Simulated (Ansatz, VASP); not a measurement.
# Two plane-wave programs on Cu

File POSCAR:

```
Cu
1.0
    0.0000000000      1.8061484133      1.8061484133
    1.8061484133      0.0000000000      1.8061484133
    1.8061484133      1.8061484133      0.0000000000
Cu
1
Direct
    0.0000000000      0.0000000000      0.0000000000
```

File INCAR.step1:

```
SYSTEM = Cu
  ALGO = Normal
  EDIFF = 1E-4
  ENCUT = 520
  GGA = PE
  ISMEAR = 0
  LASPH = .TRUE.
  LCHARG = .FALSE.
  LREAL = .FALSE.
  LWAVE = .TRUE.
  NBANDS = 12
  NELM = 100
  PREC = Accurate
  SIGMA = 0.1
```

File INCAR.step2:

```
SYSTEM = Cu
  ALGO = Normal
  EDIFF = 1E-7
  ENCUT = 520
  ISIF = 2
  ISMEAR = 0
  ISTART = 1
  LASPH = .TRUE.
  LCHARG = .FALSE.
  LMIXTAU = .TRUE.
  LREAL = .FALSE.
  LWAVE = .FALSE.
  METAGGA = R2SCAN
  NBANDS = 12
  NELM = 100
  PREC = Accurate
  SIGMA = 0.1
```

File KPOINTS:

```
k-points
0
G
  20 20 20
  0 0 0
```

Input for Ansatz:

```yaml
crystal:
  lattice:
    - [0.0, 1.8061484133, 1.8061484133]
    - [1.8061484133, 0.0, 1.8061484133]
    - [1.8061484133, 1.8061484133, 0.0]
  atoms:
    - { symbol: Cu, position: [0.0, 0.0, 0.0] }
basis:
  ecutwfc: 500
kpoints:
  mp_grid: { grid: [20, 20, 20] }
hamiltonian:
  xc: r2scan
scf:
  occupations: { method: gaussian, width: 0.1 }
output:
  forces: true
  stress: true
  eigenvalues: true
```

Alike in both runs: task single point; functional r2SCAN; k mesh 20 × 20 × 20; occupations gaussian, width 0.1 eV; no spin polarisation.

|  | VASP | Ansatz |
| --- | --- | --- |
| version | VASP 6.6.1 | Ansatz 0.2.0 |
| potentials or method | VASP PAW PBE potentials, release 64 (Cu), cutoff 520 eV | scalar-relativistic, plane waves, PAW |
| valence electrons in the cell | 11 | 19 |

```tsv
	VASP	Ansatz	Ansatz less VASP
gap on the k mesh at the Fermi level (eV)	none	none	-
pressure (GPa)	-3.9	-4.5	-0.60
```

VASP's potentials were made for PBE, not for r2SCAN. A gap of «none» marks a metal or a gap that the smearing closes. VASP's potentials hold 11 valence electrons a cell and Ansatz's 19, so a difference there can come from the potentials and not from the codes.
